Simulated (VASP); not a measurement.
**Sr2SO: single point with PBE**

The system is Sr2SO.

```xyz
4
Lattice="4.0209 0.0000 0.0000 0.0000 4.0209 0.0000 0.0000 0.0000 5.6919" Properties=species:S:1:pos:R:3 pbc="T T T"
O     0.0000    0.0000    0.0000
Sr    0.0000    0.0000    2.8459
Sr    2.0104    2.0104    0.0000
S     2.0104    2.0104    2.8459
```

```yaml
Program: VASP 6.6.1
Task: single point
Functional: PBE
Potentials_or_basis: VASP PAW PBE potentials, release 64 (O, Sr_sv, S)
Cutoff: 520 eV
k_mesh: 4 × 4 × 2
Occupations: gaussian, width 0.01 eV
Spin: no spin polarisation
```

The pressure is 1.2 GPa and the band gap on the k mesh is 2.17 eV, direct.

Stress tensor (GPa, compression positive):
```
0.93 0.00 0.00
0.00 0.93 0.00
0.00 0.00 1.88
```

Levels at points of the mesh, in eV from the valence-band top:
```tsv
k point	band 14	band 15	band 16	band 17	band 18	band 19
(0.00, 0.00, 0.00)	-0.04	0.00	0.00	2.17	2.97	4.61
(0.50, 0.00, 0.00)	-1.22	-0.57	-0.44	4.34	5.41	5.75
(0.50, 0.50, 0.00)	-0.27	-0.27	-0.14	2.36	2.36	5.56
(0.00, 0.00, 0.50)	-0.77	-0.11	-0.11	2.54	4.08	4.29
(0.50, 0.00, 0.50)	-1.00	-0.78	-0.63	5.28	5.60	6.02
(0.50, 0.50, 0.50)	-0.72	-0.56	-0.56	4.17	4.17	5.61
```

Wall time 35 s on 1 thread of Intel(R) Xeon(R) Platinum 8259CL CPU @ 2.50GHz (Skylake/Cascade Lake), with other jobs on the host, peak memory 0.2 GiB.

Caveat: the k points lie up to 0.55 Å⁻¹ apart. Expect the measured gap to be larger: semilocal functionals such as PBE lack the derivative discontinuity.
